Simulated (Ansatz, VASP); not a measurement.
One calculation of P, two programs

```xyz
2
Lattice="3.1540 0.0000 0.0000 -1.5770 2.7314 0.0000 0.0000 0.0000 28.0000" Properties=species:S:1:pos:R:3 pbc="T T T"
P     0.0000    1.8210   14.9175
P     1.5770    0.9105   13.0825
```

Alike in both runs: task single point; functional r2SCAN; k mesh 9 × 9 × 1; occupations gaussian, width 0.02 eV; no spin polarisation.

|  | VASP | Ansatz |
| --- | --- | --- |
| version | VASP 6.6.1 | Ansatz 0.2.0 |
| potentials or method | VASP PAW PBE potentials, release 64 (P), cutoff 520 eV | scalar-relativistic, plane waves, PAW |
| valence electrons in the cell | 10 | 10 |

Ansatz gave:

* gap on the k mesh at the Fermi level (eV): none
* rms of the force components (eV/Å): 2.039

**Question.** Which values does VASP return?

**Answer.** gap on the k mesh at the Fermi level (eV): none; rms of the force components (eV/Å): 2.044.

VASP's potentials were made for PBE, not for r2SCAN. Atom by atom the forces differ by 0.005 eV/Å (rms over components). A gap of «none» marks a metal or a gap that the smearing closes. The functional is the same, so the differences come from potentials, cutoffs and numerics.
